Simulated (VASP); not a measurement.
Write the native input for VASP 6.6.1 that does the following.

| Property | Result |
| --- | --- |
| Task | single point |
| Functional | r2SCAN |
| Potentials or basis | VASP PAW PBE potentials, release 64 (Al) |
| Cutoff | 520 eV |
| k mesh | 20 × 20 × 20 |
| Occupations | gaussian, width 0.15 eV |
| Spin | no spin polarisation |
| Dipole correction | no |
| Further INCAR settings | ALGO = Normal; EDIFF = 1e-07; NBANDS = 8 |

Al:

```xyz
1
Lattice="-1.6191 1.6191 1.5912 1.6191 -1.6191 1.5912 1.6191 1.6191 -1.5912" Properties=species:S:1:pos:R:3 pbc="T T T"
Al    0.0000    0.0000    0.0000
```

This cell differs from its parent crystal: strain +0.0175 x Voigt [1, 1, 0, 0, 0, 0].

The input as run:

POSCAR

```
Al
1.0
   -1.6190650171      1.6190650171      1.5912186900
    1.6190650171     -1.6190650171      1.5912186900
    1.6190650171      1.6190650171     -1.5912186900
Al
1
Direct
    0.0000000000      0.0000000000      0.0000000000
```

INCAR.step1

```
SYSTEM = Al
PREC = Accurate ; ENCUT = 520
ISMEAR = 0 ; SIGMA = 0.15
LREAL = .FALSE. ; LASPH = .TRUE.
NELM = 80 ; NBANDS = 8
GGA = PE ; ALGO = Normal
EDIFF = 1E-4 ; LWAVE = .TRUE.
LCHARG = .FALSE.
```

INCAR.step2

```
SYSTEM = Al
PREC = Accurate ; ENCUT = 520
EDIFF = 1E-7 ; ISMEAR = 0
SIGMA = 0.15 ; LREAL = .FALSE.
LASPH = .TRUE. ; NELM = 80
ALGO = Normal ; ISIF = 2
LWAVE = .FALSE. ; LCHARG = .TRUE.
METAGGA = R2SCAN ; LMIXTAU = .TRUE.
LELF = .TRUE. ; LVHAR = .TRUE.
NBANDS = 8 ; ISTART = 1
```

KPOINTS

```
Automatic mesh
0
G
  20 20 20
  0 0 0
```

Potentials or basis: VASP PAW PBE potentials, release 64 (Al).

Launch:

```sh
$ cat potpaw_PBE.64/Al/POTCAR > POTCAR
$ cp INCAR.step1 INCAR
$ mpirun -np 1 vasp_std > vasp.out
$ cp INCAR.step2 INCAR
$ mpirun -np 1 vasp_std > vasp.out
```

Results of the run:

```json
{
 "Pressure": "-2.6 GPa"
}
```

Caveat: the cell differs from its parent crystal (strain +0.0175 x Voigt [1, 1, 0, 0, 0, 0]); the PAW data sets were made with another functional, which shifts forces and pressure a little.

Run time: 5.5 min on 1 thread of AMD EPYC 7R43 64-Core Processor (Zen 3) (shared host), peak memory 0.16 GiB.
